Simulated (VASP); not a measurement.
# PW (zincblende type) (F-43m) in VASP: further runs, part 2 of 2

VASP 6.6.1.

## 5. Single point, LDA (volume scaled by 0.76)

The input, INCAR:

```
ALGO     = Normal         # electronic algorithm
EDIFF    = 1E-6           # SCF threshold, eV
ENCUT    = 520            # plane-wave cutoff, eV
GGA      = CA             # functional
ISIF     = 2              # what is computed and relaxed
ISMEAR   = -1             # smearing method
LASPH    = T              # aspherical terms in the spheres
LCHARG   = F              # write CHGCAR
LREAL    = F              # projectors in reciprocal space
LWAVE    = F              # write WAVECAR
NBANDS   = 16             # bands
NELM     = 100            # most SCF steps
PREC     = Accurate       # precision mode
SIGMA    = 0.1            # smearing width, eV
```

The input, KPOINTS:

```
k-points
0
Gamma
  12 12 12
```

The input, POSCAR:

```
PW
1.0
    0.0000000000      2.4374965249      2.4374965249
    2.4374965249      0.0000000000      2.4374965249
    2.4374965249      2.4374965249      0.0000000000
W P
1 1
Direct
    0.0000000000      0.0000000000      0.0000000000
    0.2500000000      0.2500000000      0.2500000000
```

Potentials or basis: VASP PAW LDA potentials, release 64 (W_sv, P).

Command:

```bash
$ cat potpaw_LDA.64/W_sv/POTCAR potpaw_LDA.64/P/POTCAR > POTCAR
$ mpirun -np 1 vasp_std > vasp.out
```

OUTCAR:

```text
EDIFF = 1E-6
   ENCUT = 520
   GGA = CA
   ISIF = 2
   ISMEAR = -1
   LASPH = T
   LREAL = F
   NELM = 100
   PREC = Accurate

 ion  position               nearest neighbor table
   1  0.000  0.000  0.000-   2 2.11   2 2.11   2 2.11   2 2.11
   2  0.250  0.250  0.250-   1 2.11   1 2.11   1 2.11   1 2.11

  LATTYP: Found a face centered cubic cell.
 ALAT       =     4.8749930498

  Lattice vectors:

 A1 = (   0.0000000000,   2.4374965249,   2.4374965249)
 A2 = (   2.4374965249,   0.0000000000,   2.4374965249)
 A3 = (   2.4374965249,   2.4374965249,   0.0000000000)

Analysis of symmetry for initial positions (statically):
=====================================================================
 Subroutine PRICEL returns:
 Original cell was already a primitive cell.

 Routine SETGRP: Setting up the symmetry group for a
 face centered cubic supercell.

 Subroutine GETGRP returns: Found 24 space group operations
 (whereof 24 operations were pure point group operations)
 out of a pool of 48 trial point group operations.

[... 153 lines left out ...]

 Free energy of the ion-electron system (eV)
  ---------------------------------------------------
  ext. energy  EPLUGINS =         0.00000000
  ---------------------------------------------------
  free energy    TOTEN  =       -17.21603968 eV

  energy without entropy =      -17.15293682  energy(sigma->0) =      -17.18448825

 E-fermi :  10.4624     XC(G=0): -12.5849

 val. band max:       10.4615912825   @ k =  -0.2500   0.2500   0.0833
 cond. band min:      10.4745856830   @ k =  -0.4167   0.3333   0.0833
 fundamental gap:      0.0129944005
 Fermi energy:        10.4624457131

 k-point     1 :       0.0000    0.0000    0.0000
  band No.  band energies     occupation
      1     -62.4050      2.00000
      2     -27.1463      2.00000
      3     -27.1463      2.00000
      4     -27.1463      2.00000
      5      -3.4099      2.00000
      6       5.0694      2.00000
[... 433 lines left out ...]
      3     -27.2280      2.00000
      4     -27.1922      2.00000
      5      -0.8809      2.00000
      6       4.6369      2.00000
[... 8 lines left out ...]
     15      22.3027      0.00000
     16      22.8180      0.00000

 [... further k-points ...]
[... 5 lines left out ...]
  --------------------------------------------------------------------------------------
  -------------------------------------------------------------------------------------
  Total       13.7606640     13.7606640     13.7606640      0.0000000      0.0000000      0.0000000
  in kB      761.1810402    761.1810402    761.1810402      0.0000000      0.0000000      0.0000000
  external PRESSURE =     761.1810402 kB  Pullay stress =       0.0000000 kB

 VOLUME and BASIS-vectors are now :
 -----------------------------------------------------------------------------
  energy-cutoff  :      520.00
  volume of cell :       28.96
      direct lattice vectors                 reciprocal lattice vectors
     0.000000000  2.437496525  2.437496525    -0.205128498  0.205128498  0.205128498
     2.437496525  0.000000000  2.437496525     0.205128498 -0.205128498  0.205128498
     2.437496525  2.437496525  0.000000000     0.205128498  0.205128498 -0.205128498

 POSITION                                       TOTAL-FORCE (eV/Angst)
 -----------------------------------------------------------------------------------
      0.00000      0.00000      0.00000         0.000000     -0.000000      0.000000
      1.21875      1.21875      1.21875        -0.000000      0.000000     -0.000000
 -----------------------------------------------------------------------------------
    total drift:                               -0.000001     -0.000001     -0.000001

  FREE ENERGIE OF THE ION-ELECTRON SYSTEM (eV)
  ---------------------------------------------------
  free  energy   TOTEN  =       -17.2160396761 eV

  energy  without entropy=      -17.1529368243  energy(sigma->0) =      -17.18448825
```

OSZICAR:

```text
N       E                     dE             d eps       ncg     rms          rms(c)
DAV:   1     0.129052479081E+03    0.12905E+03   -0.95657E+03  2304   0.122E+03
DAV:   2    -0.146898258904E+02   -0.14374E+03   -0.13987E+03  2736   0.337E+02
DAV:   3    -0.182462909842E+02   -0.35565E+01   -0.35384E+01  2864   0.510E+01
DAV:   4    -0.182714846015E+02   -0.25194E-01   -0.25192E-01  2824   0.480E+00
DAV:   5    -0.182718175357E+02   -0.33293E-03   -0.33293E-03  2864   0.540E-01    0.341E+01
DAV:   6    -0.173108477202E+02    0.96097E+00   -0.19152E+00  2528   0.114E+01    0.143E+01
DAV:   7    -0.172271719443E+02    0.83676E-01   -0.20550E-01  2736   0.295E+00    0.559E+00
DAV:   8    -0.172172620679E+02    0.99099E-02   -0.18199E-02  2760   0.128E+00    0.345E-01
DAV:   9    -0.172160809331E+02    0.11811E-02   -0.32367E-03  2592   0.483E-01    0.182E-01
DAV:  10    -0.172160388906E+02    0.42042E-04   -0.18343E-04  2856   0.902E-02    0.290E-02
DAV:  11    -0.172160396761E+02   -0.78548E-06   -0.73595E-06  2696   0.222E-02
   1 F= -.17216040E+02 E0= -.17184488E+02  d E =-.631029E-01
```

Run time: 52 s. Hardware: 1 thread of Intel Xeon 8259CL, shared host; peak memory 0.16 GiB.

Results:

```
Free energy : -17.2160 eV
Pressure    : 76.1 GPa
```

Levels at points of the mesh, in eV from the Fermi level:
| k point | band 6 | band 7 | band 8 | band 9 | band 10 | band 11 | band 12 | band 13 | band 14 | band 15 |
| --- | --- | --- | --- | --- | --- | --- | --- | --- | --- | --- |
| (0.00, 0.00, 0.00) | -5.39 | -5.39 | -5.39 | -0.78 | -0.78 | 4.60 | 7.24 | 7.24 | 7.24 | 12.59 |
| (0.50, 0.00, 0.00) | -5.90 | -4.78 | -4.78 | 0.27 | 0.27 | 0.62 | 4.66 | 4.66 | 5.57 | 13.43 |
| (0.50, 0.50, 0.00) | -7.56 | -2.59 | -2.38 | -2.38 | 0.68 | 1.37 | 1.86 | 1.86 | 11.11 | 11.39 |

Caveat: spin-orbit coupling is left out, which moves the levels of the heavy elements.

## 6. The runs side by side

```tsv
cell	gap on the mesh (eV)	pressure (GPa)
a = 3.038 Å, angles 60.0°, 2 atoms	none	364.6
a = 3.186 Å, angles 60.0°, 2 atoms	none	220.0
a = 3.322 Å, angles 60.0°, 2 atoms	none	131.8
a = 3.447 Å, angles 60.0°, 2 atoms	none	76.1
```

Alike in all rows: task single point; level LDA; potentials or basis VASP PAW LDA potentials, release 64 (W_sv, P); no spin polarisation; k mesh 12 × 12 × 12; cutoff (eV) 520; smearing fermi-dirac 0.1 eV.

Caveats: spin-orbit coupling is left out, which moves the levels of the heavy elements.

Total energies depend on the potentials used, so only differences within one code and one set of settings carry meaning.
